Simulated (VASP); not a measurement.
# SnSe2 (P-3m1) in VASP: notebook

The runs below take SnSe2 through single point, with PBE.

Program: VASP 6.6.1. These are calculated values, not measurements. Logs are shortened: lines on timing, memory, paths and dates and some standing lists are left out, and cuts for length are marked.

## 1. The cell of the first run

It takes space group P-3m1 (No. 164, trigonal). Conventional cell: a = 3.811 Å, b = 3.811 Å, c = 6.136 Å, α = 90.00°, β = 90.00°, γ = 120.00°. Sn (site symmetry -3m) has 6 Se at 2.68 Å within 3.5 Å. Within 3.5 Å of Se (site symmetry 3m) lie 3 Sn at 2.68 Å.

## 2. Single point, PBE

Contents of INCAR:

```
SYSTEM = SnSe2
PREC = Accurate ; ENCUT = 500
EDIFF = 1E-6 ; ISMEAR = 0
SIGMA = 0.01 ; LREAL = .False.
LASPH = .True. ; NELM = 120
ALGO = Normal ; ISIF = 2
LWAVE = .False. ; LCHARG = .False.
GGA = PE ; NBANDS = 20
GGA_COMPAT = .False.
```

Contents of KPOINTS:

```
Automatic mesh
0
Gamma
  3 3 2
  0 0 0
```

Contents of POSCAR:

```
SnSe2
1.0
    3.8110000000      0.0000000000      0.0000000000
   -1.9055000000      3.3004228138      0.0000000000
    0.0000000000      0.0000000000      6.1360000000
Sn Se
1 2
Direct
    0.0000000000      0.0000000000      0.0000000000
    0.3333333333      0.6666666667      0.2490000000
    0.6666666667      0.3333333333      0.7510000000
```

Potentials or basis: VASP PAW PBE potentials, release 64 (Sn_d, Se).

The run is started by

```bash
$ cat potpaw_PBE.64/Sn_d/POTCAR potpaw_PBE.64/Se/POTCAR > POTCAR
$ mpirun -np 1 vasp_std > vasp.out
```

OUTCAR:

```text
SYSTEM = SnSe2
   PREC = Accurate
   ENCUT = 500
   EDIFF = 1E-6
   ISMEAR = 0
   LREAL = .False.
   LASPH = .True.
   NELM = 120
   ISIF = 2
   GGA = PE

 ion  position               nearest neighbor table
   1  0.000  0.000  0.000-   2 2.68   3 2.68   2 2.68   3 2.68   3 2.68   2 2.68
   2  0.333  0.667  0.249-   1 2.68   1 2.68   1 2.68
   3  0.667  0.333  0.751-   1 2.68   1 2.68   1 2.68

  LATTYP: Found a hexagonal cell.
 ALAT       =     3.8110000000
 C/A-ratio  =     1.6100760955

  Lattice vectors:

 A1 = (   3.8110000000,   0.0000000000,   0.0000000000)
 A2 = (  -1.9055000000,   3.3004228138,   0.0000000000)
 A3 = (   0.0000000000,   0.0000000000,   6.1360000000)

Analysis of symmetry for initial positions (statically):
=====================================================================
 Subroutine PRICEL returns:
 Original cell was already a primitive cell.

 Routine SETGRP: Setting up the symmetry group for a
 hexagonal supercell.

 Subroutine GETGRP returns: Found 12 space group operations
 (whereof 12 operations were pure point group operations)
 out of a pool of 24 trial point group operations.

The static configuration has the point symmetry D_3d.

Analysis of symmetry for dynamics (positions and initial velocities):
=====================================================================
 Subroutine PRICEL returns:
 Original cell was already a primitive cell.

 Routine SETGRP: Setting up the symmetry group for a
 hexagonal supercell.

 Subroutine GETGRP returns: Found 12 space group operations
 (whereof 12 operations were pure point group operations)
 out of a pool of 24 trial point group operations.

The dynamic configuration has the point symmetry D_3d.

 Subroutine INISYM returns: Found 12 space group operations
 (whereof 12 operations are pure point group operations),
 and found     1 'primitive' translations

----------------------------------------------------------------------------------------

                                     Primitive cell

  volume of cell :      77.1781

  direct lattice vectors                    reciprocal lattice vectors
     3.811000000  0.000000000  0.000000000     0.262398321  0.151495741  0.000000000
    -1.905500000  3.300422814  0.000000000     0.000000000  0.302991482  0.000000000
     0.000000000  0.000000000  6.136000000     0.000000000  0.000000000  0.162972621

  length of vectors
     3.811000000  3.811000000  6.136000000     0.302991482  0.302991482  0.162972621

  position of ions in fractional coordinates (direct lattice)
     0.000000000  0.000000000  0.000000000
     0.333333333  0.666666667  0.249000000
     0.666666667  0.333333333  0.751000000

  ion indices of the primitive-cell ions
   primitive index   ion index
                 1           1
                 2           2
                 3           3

----------------------------------------------------------------------------------------

 KPOINTS: Automatic mesh

Automatic generation of k-mesh.
 Grid dimensions read from file:
 generate k-points for:    3    3    2

 Generating k-lattice:

  Cartesian coordinates                     Fractional coordinates (reciprocal lattice)
     0.087466107  0.050498580  0.000000000     0.333333333  0.000000000  0.000000000
     0.000000000  0.100997161  0.000000000     0.000000000  0.333333333  0.000000000
     0.000000000  0.000000000  0.081486310     0.000000000  0.000000000  0.500000000

  Length of vectors
     0.100997161  0.100997161  0.081486310

  Shift w.r.t. Gamma in fractional coordinates (k-lattice)
     0.000000000  0.000000000  0.000000000

 Subroutine IBZKPT returns following result:
 ===========================================

 Found      6 irreducible k-points:

 Following reciprocal coordinates:
            Coordinates               Weight
  0.000000  0.000000  0.000000      1.000000
  0.333333  0.000000  0.000000      6.000000
  0.333333  0.333333  0.000000      2.000000
  0.000000  0.000000  0.500000      1.000000
  0.333333  0.000000  0.500000      6.000000
  0.333333  0.333333  0.500000      2.000000
   k-points           NKPTS =      6   k-points in BZ     NKDIM =      6   number of bands    NBANDS=     20
   number of dos      NEDOS =    301   number of ions     NIONS =      3
   total plane-waves  NPLWV =  37632
   dimension x,y,z NGX =    28 NGY =   28 NGZ =   48
   dimension x,y,z NGXF=    56 NGYF=   56 NGZF=   96
   ions per type =               1   2
   NGX,Y,Z   is equivalent  to a cutoff of  12.21, 12.21, 13.00 a.u.
   NGXF,Y,Z  is equivalent  to a cutoff of  24.43, 24.43, 26.01 a.u.
 SYSTEM =  SnSe2
   PREC   = accura    normal or accurate (medium, high low for compatibility)
   ISTART =      0    job   : 0-new  1-cont  2-samecut
   ICHARG =      2    charge: 1-file 2-atom 10-const
   ISPIN  =      1    spin polarized calculation?
   LNONCOLLINEAR =      F non collinear calculations
   LSORBIT =      F    spin-orbit coupling
   LASPH  =      T    aspherical Exc in radial PAW
   ENCUT  =  500.0 eV  36.75 Ry    6.06 a.u.   6.95  6.95 11.19*2*pi/ulx,y,z
   NELM   =    120;   NELMIN=  2; NELMDL= -5     # of ELM steps
   EDIFF  = 0.1E-05   stopping-criterion for ELM
   LREAL  =      F    real-space projection
   EDIFFG = 0.1E-04   stopping-criterion for IOM
   NSW    =      0    number of steps for IOM
   IBRION =     -1    ionic relax: 0-MD 1-quasi-New 2-CG
   NFREE  =      0    steps in history (QN), initial steepest desc. (CG)
   ISIF   =      2    stress and relaxation
   ISYM   =      2    0-nonsym 1-usesym 2-fastsym
   POTIM  = 0.5000    time-step for ionic-motion
   TEBEG  =    0.0;   TEEND  =   0.0 temperature during run
   PSTRESS=    0.0 pullay stress
   NELECT =      26.0000    total number of electrons
   NUPDOWN=      -1.0000    fix difference up-down
   EMIN   =  10.00;   EMAX   =-10.00  energy-range for DOS
   EFERMI =   0.00;   METHOD = LEGACY
   ISMEAR =     0;   SIGMA  =   0.01  broadening in eV -4-tet -1-fermi 0-gaus
   EFERMI_NEDOS =   21; number of points for ismear=-14 and -15
   IALGO  =     38    algorithm
   IMIX   =      4    mixing-type and parameters
     AMIX     =   0.40;   BMIX     =  1.00
     AMIX_MAG =   1.60;   BMIX_MAG =  1.00
  volume/ion in A,a.u.               =      25.73       173.61
  Fermi-wavevector in a.u.,A,eV,Ry     =   1.139116  2.152617 17.654722  1.297585
  Thomas-Fermi vector in A             =   2.275820
   LORBIT       =      0    0 simple, 1 ext, 2 COOP (PROOUT), +10 PAW based schemes
   GGA     = PE    functional components
   LHFCALC =     F    Hartree Fock is set to
   AEXX    =    0.0000 exact exchange contribution
   IVDW    =     0    specifies the selected vdW correction
   LEPSILON=     F    determine dielectric tensor
   LRPA    =     F    only Hartree local field effects (RPA)
 non-spin polarized calculation
 Gauss-broadening in eV      SIGMA  =   0.01
  energy-cutoff  :      500.00
  volume of cell :       77.18
 maximum number of plane-waves:      1968
 NGX is ok and might be reduce to    28
   NGX = 13   NGY = 13   NGZ = 23

 number of electron      26.0000006 magnetization

 Free energy of the ion-electron system (eV)
  ---------------------------------------------------
  ext. energy  EPLUGINS =         0.00000000
  ---------------------------------------------------
  free energy    TOTEN  =       -11.35363900 eV

  energy without entropy =      -11.35363900  energy(sigma->0) =      -11.35363900

 E-fermi :   4.3137     XC(G=0):  -9.4234

 val. band max:        4.2214403543   @ k =   0.0000   0.0000   0.0000
 cond. band min:       5.2946349936   @ k =   0.0000   0.0000   0.0000
 fundamental gap:      1.0731946394
 Fermi energy:         4.3136857327

 k-point     1 :       0.0000    0.0000    0.0000
  band No.  band energies     occupation
      1     -17.1090      2.00000
      2     -17.1090      2.00000
      3     -17.0902      2.00000
      4     -17.0639      2.00000
      5     -17.0639      2.00000
      6      -9.7761      2.00000
[... 12 lines left out ...]
     19      13.1378      0.00000
     20      13.1378      0.00000

 k-point     2 :       0.3333    0.0000    0.0000
  band No.  band energies     occupation
      1     -17.1569      2.00000
      2     -17.0986      2.00000
      3     -17.0828      2.00000
      4     -17.0578      2.00000
      5     -17.0410      2.00000
      6      -8.7539      2.00000
[... 12 lines left out ...]
     19      13.1639      0.00000
     20      14.0058      0.00000

 k-point     3 :       0.3333    0.3333    0.0000
  band No.  band energies     occupation
      1     -17.1369      2.00000
      2     -17.1369      2.00000
      3     -17.0571      2.00000
      4     -17.0538      2.00000
      5     -17.0538      2.00000
      6      -7.6259      2.00000
[... 12 lines left out ...]
     19      12.6166      0.00000
     20      12.6166      0.00000

 k-point     4 :       0.0000    0.0000    0.5000
  band No.  band energies     occupation
      1     -17.1090      2.00000
      2     -17.1090      2.00000
      3     -17.0901      2.00000
      4     -17.0639      2.00000
      5     -17.0639      2.00000
      6      -9.6059      2.00000
[... 12 lines left out ...]
     19      12.5814      0.00000
     20      12.5814      0.00000

 k-point     5 :       0.3333    0.0000    0.5000
  band No.  band energies     occupation
      1     -17.1571      2.00000
      2     -17.0986      2.00000
      3     -17.0828      2.00000
      4     -17.0577      2.00000
      5     -17.0410      2.00000
      6      -8.6096      2.00000
[... 12 lines left out ...]
     19      13.8713      0.00000
     20      14.0542      0.00000

 k-point     6 :       0.3333    0.3333    0.5000
  band No.  band energies     occupation
      1     -17.1370      2.00000
      2     -17.1370      2.00000
      3     -17.0569      2.00000
      4     -17.0538      2.00000
      5     -17.0538      2.00000
      6      -7.6114      2.00000
[... 12 lines left out ...]
     19      13.1913      0.00000
     20      13.2947      0.00000

------------------------ aborting loop because EDIFF is reached ----------------------------------------

  FORCE on cell =-STRESS in cart. coord.  units (eV):
  Direction    XX          YY          ZZ          XY          YZ          ZX
  --------------------------------------------------------------------------------------
  -------------------------------------------------------------------------------------
  Total        3.7394854      3.7394854      2.4532487      0.0000000      0.0000000     -0.0000000
  in kB       77.6298132     77.6298132     50.9281951      0.0000000      0.0000000     -0.0000000
  external PRESSURE =      68.7292738 kB  Pullay stress =       0.0000000 kB

 VOLUME and BASIS-vectors are now :
 -----------------------------------------------------------------------------
  energy-cutoff  :      500.00
  volume of cell :       77.18
      direct lattice vectors                 reciprocal lattice vectors
     3.811000000  0.000000000  0.000000000     0.262398321  0.151495741  0.000000000
    -1.905500000  3.300422814  0.000000000     0.000000000  0.302991482  0.000000000
     0.000000000  0.000000000  6.136000000     0.000000000  0.000000000  0.162972621

 POSITION                                       TOTAL-FORCE (eV/Angst)
 -----------------------------------------------------------------------------------
      0.00000      0.00000      0.00000         0.000000      0.000000      0.000000
     -0.00000      2.20028      1.52786         0.000000      0.000000      0.698450
      1.90550      1.10014      4.60814         0.000000     -0.000000     -0.698450
 -----------------------------------------------------------------------------------
    total drift:                                0.000000      0.000000     -0.000000

  FREE ENERGIE OF THE ION-ELECTRON SYSTEM (eV)
  ---------------------------------------------------
  free  energy   TOTEN  =       -11.3536389960 eV

  energy  without entropy=      -11.3536389960  energy(sigma->0) =      -11.35363900
```

It took 8.7 s on 1 thread of AMD EPYC 7R13 (Zen 3), shared host; peak memory 0.15 GiB.

What came out:

```yaml
Free_energy: -11.3536 eV
Pressure: 6.9 GPa
Largest_force: 0.698 eV/Å
Band_gap_on_the_k_mesh: 1.07 eV
```

Forces in eV/Å, atoms in the order of the input:
```
Sn   0.000  0.000  0.000
Se   0.000  0.000  0.698
Se   0.000  0.000 -0.698
```

Levels at points of the mesh, in eV from the valence-band top:
```tsv
k point	band 11	band 12	band 13	band 14	band 15	band 16
(0.00, 0.00, 0.00)	-0.38	-0.38	0.00	1.07	2.92	4.61
(0.00, 0.00, 0.50)	-0.79	-0.23	-0.23	2.43	2.90	4.34
```

Caveat: the k points lie up to 0.63 Å⁻¹ apart; spin-orbit coupling is left out, which moves the levels of the heavy elements; an odd mesh through Γ misses points on the zone boundary, where band edges can lie; this functional lacks dispersion, which binds the layers, so the pressure and a relaxed spacing across them are unreliable.

[end of part 1 of 2]
